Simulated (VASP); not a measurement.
# CuGe16 (a cell with a defect) in VASP: single point with PBE

Aim: the single point of CuGe16 (a cell with a defect) with PBE.

Everything below comes from runs of VASP 6.6.1. Logs are shortened: lines on timing, memory, paths and dates and some standing lists are left out, and cuts for length are marked.

## 1. The cell of the first run

The cell holds a defect, 17 atoms: a = 8.004 Å, b = 8.004 Å, c = 8.004 Å, α = 60.00°, β = 60.00°, γ = 60.00°.

## 2. Single point, PBE

The input, INCAR:

```
  ALGO = Normal
  EDIFF = 1E-6
  ENCUT = 520
  GGA = PE
  ISIF = 2
  ISMEAR = -1
  LASPH = True
  LCHARG = False
  LREAL = Auto
  LWAVE = False
  NBANDS = 132
  NELM = 80
  PREC = Accurate
  SIGMA = 0.05
```

The input, KPOINTS:

```
k-points
0
Gamma
  2 2 2
```

The input, POSCAR:

```
CuGe16
1.0
    0.0000000000      5.6600000000      5.6600000000
    5.6600000000      0.0000000000      5.6600000000
    5.6600000000      5.6600000000      0.0000000000
Ge Cu
16 1
Direct
    0.0051440733     -0.0160335565      0.0195657011
    0.1554745085      0.1076287972      0.1185653905
    0.0054750235     -0.0168800449      0.4917648222
    0.0260250525      0.1599552080      0.6569799269
    0.0409679201      0.4808980165     -0.0103440628
    0.1586784310      0.6123088591      0.1139521971
    0.0060525415      0.5230542916      0.4861845374
    0.1594914277      0.6115562547      0.6161752067
    0.5308041182     -0.0158779432     -0.0076110997
    0.6073567914      0.1242287938      0.1458378864
    0.4156040595      0.0297463007      0.5270528485
    0.6076672650      0.1235250880      0.6222404502
    0.5330973251      0.4938656590     -0.0098456829
    0.6674971111      0.6119944944      0.1099402786
    0.5337389508      0.4931644609      0.4823360587
    0.6093381043      0.6498504827      0.6200339970
    0.8040402964      0.9028582381      0.3963445441
```

Potentials or basis: VASP PAW PBE potentials, release 64 (Ge_d, Cu).

The run is started by

```
> cat potpaw_PBE.64/Ge_d/POTCAR potpaw_PBE.64/Cu/POTCAR > POTCAR
> mpirun -np 1 vasp_std > vasp.out
```

OUTCAR:

```text
EDIFF = 1E-6
   ENCUT = 520
   GGA = PE
   ISIF = 2
   ISMEAR = -1
   LASPH = True
   LREAL = Auto
   NELM = 80
   PREC = Accurate

 ion  position               nearest neighbor table
   1  0.005  0.984  0.020-   6 2.44   2 2.45   4 2.47  17 2.52  10 2.60
   2  0.155  0.108  0.119-   5 2.44   1 2.45   3 2.45   9 2.45
   3  0.005  0.983  0.492-   8 2.44   2 2.45   4 2.47  17 2.52  12 2.60
   4  0.026  0.160  0.657-   1 2.47   3 2.47   7 2.47  11 2.55
   5  0.041  0.481  0.990-   2 2.44   6 2.44  14 2.44   8 2.44
   6  0.159  0.612  0.114-   1 2.44   5 2.44   7 2.45  13 2.45
   7  0.006  0.523  0.486-   8 2.45   6 2.45   4 2.47  17 2.54  16 2.59
   8  0.159  0.612  0.616-   3 2.44   5 2.44   7 2.45  15 2.45
   9  0.531  0.984  0.992-  14 2.43  10 2.44  12 2.44   2 2.45
  10  0.607  0.124  0.146-  13 2.44   9 2.44  11 2.53  17 2.54   1 2.60
  11  0.416  0.030  0.527-  16 2.53  12 2.53  10 2.53  17 2.54   4 2.55
  12  0.608  0.124  0.622-  15 2.44   9 2.44  11 2.53  17 2.54   3 2.60
  13  0.533  0.494  0.990-  14 2.43  10 2.44  16 2.44   6 2.45
  14  0.667  0.612  0.110-   9 2.43  13 2.43  15 2.43   5 2.44
  15  0.534  0.493  0.482-  14 2.43  12 2.44  16 2.44   8 2.45
  16  0.609  0.650  0.620-  15 2.44  13 2.44  11 2.53  17 2.54   7 2.59
  17  0.804  0.903  0.396-   1 2.52   3 2.52   7 2.54  12 2.54  11 2.54  10 2.54  16 2.54

  LATTYP: Found a face centered cubic cell.
 ALAT       =    11.3200000000

  Lattice vectors:

 A1 = (   0.0000000000,   5.6600000000,   5.6600000000)
 A2 = (   5.6600000000,   0.0000000000,   5.6600000000)
 A3 = (   5.6600000000,   5.6600000000,   0.0000000000)

Analysis of symmetry for initial positions (statically):
=====================================================================
 Subroutine PRICEL returns:
 Original cell was already a primitive cell.

 Routine SETGRP: Setting up the symmetry group for a
 face centered cubic supercell.

 Subroutine GETGRP returns: Found  1 space group operations
 (whereof  1 operations were pure point group operations)
 out of a pool of 48 trial point group operations.

The static configuration has the point symmetry C_1 .

Analysis of symmetry for dynamics (positions and initial velocities):
=====================================================================
 Subroutine PRICEL returns:
 Original cell was already a primitive cell.

 Routine SETGRP: Setting up the symmetry group for a
 face centered cubic supercell.

 Subroutine GETGRP returns: Found  1 space group operations
 (whereof  1 operations were pure point group operations)
 out of a pool of 48 trial point group operations.

The dynamic configuration has the point symmetry C_1 .

 Subroutine INISYM returns: Found  1 space group operations
 (whereof  1 operations are pure point group operations),
 and found     1 'primitive' translations

----------------------------------------------------------------------------------------

                                     Primitive cell

  volume of cell :     362.6430

  direct lattice vectors                    reciprocal lattice vectors
     0.000000000  5.660000000  5.660000000    -0.088339223  0.088339223  0.088339223
     5.660000000  0.000000000  5.660000000     0.088339223 -0.088339223  0.088339223
     5.660000000  5.660000000  0.000000000     0.088339223  0.088339223 -0.088339223

  length of vectors
     8.004448763  8.004448763  8.004448763     0.153008022  0.153008022  0.153008022

  position of ions in fractional coordinates (direct lattice)
     0.005144073  0.983966444  0.019565701
     0.155474508  0.107628797  0.118565391
     0.005475023  0.983119955  0.491764822
     0.026025053  0.159955208  0.656979927
     0.040967920  0.480898016  0.989655937
     0.158678431  0.612308859  0.113952197
[... 9 lines left out ...]
     0.609338104  0.649850483  0.620033997
     0.804040296  0.902858238  0.396344544

  ion indices of the primitive-cell ions
   primitive index   ion index
                 1           1
                 2           2
                 3           3
                 4           4
                 5           5
                 6           6
[... 9 lines left out ...]
                16          16
                17          17

----------------------------------------------------------------------------------------

 KPOINTS: k-points

Automatic generation of k-mesh.
 Grid dimensions read from file:
 generate k-points for:    2    2    2

 Generating k-lattice:

  Cartesian coordinates                     Fractional coordinates (reciprocal lattice)
    -0.044169611  0.044169611  0.044169611     0.500000000  0.000000000  0.000000000
     0.044169611 -0.044169611  0.044169611     0.000000000  0.500000000  0.000000000
     0.044169611  0.044169611 -0.044169611     0.000000000  0.000000000  0.500000000

  Length of vectors
     0.076504011  0.076504011  0.076504011

  Shift w.r.t. Gamma in fractional coordinates (k-lattice)
     0.000000000  0.000000000  0.000000000

 Subroutine IBZKPT returns following result:
 ===========================================

 Found      8 irreducible k-points:

 Following reciprocal coordinates:
            Coordinates               Weight
  0.000000  0.000000  0.000000      1.000000
  0.500000  0.000000  0.000000      1.000000
  0.000000  0.500000  0.000000      1.000000
  0.000000  0.000000  0.500000      1.000000
  0.500000  0.500000  0.500000      1.000000
  0.500000  0.500000  0.000000      1.000000
  0.000000  0.500000  0.500000      1.000000
  0.500000  0.000000  0.500000      1.000000
   k-points           NKPTS =      8   k-points in BZ     NKDIM =      8   number of bands    NBANDS=    132
   number of dos      NEDOS =    301   number of ions     NIONS =     17
   total plane-waves  NPLWV = 216000
   dimension x,y,z NGX =    60 NGY =   60 NGZ =   60
   dimension x,y,z NGXF=   120 NGYF=  120 NGZF=  120
   ions per type =              16   1
   NGX,Y,Z   is equivalent  to a cutoff of  12.46, 12.46, 12.46 a.u.
   NGXF,Y,Z  is equivalent  to a cutoff of  24.92, 24.92, 24.92 a.u.
 SYSTEM =  unknown system
   PREC   = accura    normal or accurate (medium, high low for compatibility)
   ISTART =      0    job   : 0-new  1-cont  2-samecut
   ICHARG =      2    charge: 1-file 2-atom 10-const
   ISPIN  =      1    spin polarized calculation?
   LNONCOLLINEAR =      F non collinear calculations
   LSORBIT =      F    spin-orbit coupling
   LASPH  =      T    aspherical Exc in radial PAW
   ENCUT  =  520.0 eV  38.22 Ry    6.18 a.u.  14.88 14.88 14.88*2*pi/ulx,y,z
   NELM   =     80;   NELMIN=  2; NELMDL= -5     # of ELM steps
   EDIFF  = 0.1E-05   stopping-criterion for ELM
   LREAL  =      T    real-space projection
   EDIFFG = 0.1E-04   stopping-criterion for IOM
   NSW    =      0    number of steps for IOM
   IBRION =     -1    ionic relax: 0-MD 1-quasi-New 2-CG
   NFREE  =      0    steps in history (QN), initial steepest desc. (CG)
   ISIF   =      2    stress and relaxation
   ISYM   =      2    0-nonsym 1-usesym 2-fastsym
   POTIM  = 0.5000    time-step for ionic-motion
   TEBEG  =    0.0;   TEEND  =   0.0 temperature during run
   PSTRESS=    0.0 pullay stress
   NELECT =     235.0000    total number of electrons
   NUPDOWN=      -1.0000    fix difference up-down
   EMIN   =  10.00;   EMAX   =-10.00  energy-range for DOS
   EFERMI =   0.00;   METHOD = LEGACY
   ISMEAR =    -1;   SIGMA  =   0.05  broadening in eV -4-tet -1-fermi 0-gaus
   EFERMI_NEDOS =   21; number of points for ismear=-14 and -15
   IALGO  =     38    algorithm
   IMIX   =      4    mixing-type and parameters
     AMIX     =   0.40;   BMIX     =  1.00
     AMIX_MAG =   1.60;   BMIX_MAG =  1.00
  volume/ion in A,a.u.               =      21.33       143.96
  Fermi-wavevector in a.u.,A,eV,Ry     =   1.416678  2.677132 27.306558  2.006975
  Thomas-Fermi vector in A             =   2.537987
   LORBIT       =      0    0 simple, 1 ext, 2 COOP (PROOUT), +10 PAW based schemes
   GGA     = PE    functional components
   LHFCALC =     F    Hartree Fock is set to
   AEXX    =    0.0000 exact exchange contribution
   IVDW    =     0    specifies the selected vdW correction
   LEPSILON=     F    determine dielectric tensor
   LRPA    =     F    only Hartree local field effects (RPA)
 non-spin polarized calculation
  energy-cutoff  :      520.00
  volume of cell :      362.64
 maximum number of plane-waves:      9841
 NGX is ok and might be reduce to    60
   NGX = 29   NGY = 29   NGZ = 29

 number of electron     235.0000032 magnetization

 Free energy of the ion-electron system (eV)
  ---------------------------------------------------
  ext. energy  EPLUGINS =         0.00000000
  ---------------------------------------------------
  free energy    TOTEN  =       -72.20029537 eV

  energy without entropy =      -72.16772161  energy(sigma->0) =      -72.18400849

 E-fermi :   5.5188     XC(G=0): -10.1825

 val. band max:        5.3647540518   @ k =   0.0000   0.0000   0.0000
 cond. band min:       5.5396214162   @ k =   0.0000   0.0000   0.0000
 fundamental gap:      0.1748673643
 Fermi energy:         5.5188260098

 k-point     1 :       0.0000    0.0000    0.0000
  band No.  band energies     occupation
      1     -19.4531      2.00000
      2     -19.4504      2.00000
      3     -19.4490      2.00000
      4     -19.4481      2.00000
      5     -19.4479      2.00000
      6     -19.4397      2.00000
[... 121 lines left out ...]
    128       6.2731      0.00000
    129       7.4955      0.00000

 k-point     2 :       0.5000    0.0000    0.0000
  band No.  band energies     occupation
      1     -19.4694      2.00000
      2     -19.4578      2.00000
      3     -19.4524      2.00000
      4     -19.4511      2.00000
      5     -19.4493      2.00000
      6     -19.4488      2.00000
[... 913 lines left out ...]
    128       9.2665      0.00000
    129       9.3200      0.00000
 [bands above 129 left out]

------------------------ aborting loop because EDIFF is reached ----------------------------------------

  FORCE on cell =-STRESS in cart. coord.  units (eV):
  Direction    XX          YY          ZZ          XY          YZ          ZX
  --------------------------------------------------------------------------------------
  -------------------------------------------------------------------------------------
  Total       13.8870700     13.8531466     13.9738030      0.0351072     -0.1028489      0.1422416
  in kB       61.3538636     61.2039882     61.7370552      0.1551055     -0.4543923      0.6284317
  external PRESSURE =      61.4316357 kB  Pullay stress =       0.0000000 kB

 VOLUME and BASIS-vectors are now :
 -----------------------------------------------------------------------------
  energy-cutoff  :      520.00
  volume of cell :      362.64
      direct lattice vectors                 reciprocal lattice vectors
     0.000000000  5.660000000  5.660000000    -0.088339223  0.088339223  0.088339223
     5.660000000  0.000000000  5.660000000     0.088339223 -0.088339223  0.088339223
     5.660000000  5.660000000  0.000000000     0.088339223  0.088339223 -0.088339223

 POSITION                                       TOTAL-FORCE (eV/Angst)
 -----------------------------------------------------------------------------------
      5.67999      0.13986      5.59837         0.043589      0.006312      0.026639
      1.28026      1.55107      1.48916        -0.031293      0.043421      0.001582
      8.34785      2.81438      5.59545        -0.012856     -0.052022      0.032447
      4.62385      3.86581      1.05265        -0.023424      0.022858      0.013019
      8.32334      5.83333      2.95376         0.009547     -0.014840      0.014234
      4.11064      1.54309      4.36379         0.043378      0.036941     -0.020200
[... 9 lines left out ...]
      7.18755      6.95825      7.12701         0.011929     -0.005901     -0.022419
      7.35349      6.79418      9.66105         0.006730     -0.005284     -0.030232
 -----------------------------------------------------------------------------------
    total drift:                               -0.001127      0.000844      0.001080

  FREE ENERGIE OF THE ION-ELECTRON SYSTEM (eV)
  ---------------------------------------------------
  free  energy   TOTEN  =       -72.2002953722 eV

  energy  without entropy=      -72.1677216123  energy(sigma->0) =      -72.18400849
```

Run time: 17 min. Hardware: 1 thread of AMD EPYC 7R43 (Zen 3), shared host; peak memory 0.57 GiB.

What came out:

```
Free energy   : -72.2003 eV
Pressure      : 6.1 GPa
Largest force : 0.063 eV/Å
```

Forces in eV/Å, atoms in the order of the input:
```
Ge   0.044  0.006  0.027
Ge  -0.031  0.043  0.002
Ge  -0.013 -0.052  0.032
Ge  -0.023  0.023  0.013
Ge   0.010 -0.015  0.014
Ge   0.043  0.037 -0.020
Ge  -0.004 -0.012  0.039
Ge  -0.025 -0.050 -0.021
Ge   0.015 -0.017  0.004
Ge   0.014  0.029 -0.035
Ge  -0.022  0.014  0.055
Ge  -0.016 -0.011 -0.028
Ge  -0.015 -0.010 -0.009
Ge  -0.003  0.008 -0.013
Ge   0.008  0.017 -0.008
Ge   0.012 -0.006 -0.022
Cu   0.007 -0.005 -0.030
```

Stress tensor (GPa, compression positive):
```
 6.14  0.02  0.06
 0.02  6.12 -0.05
 0.06 -0.05  6.17
```

Caveat: the k points lie up to 0.48 Å⁻¹ apart.
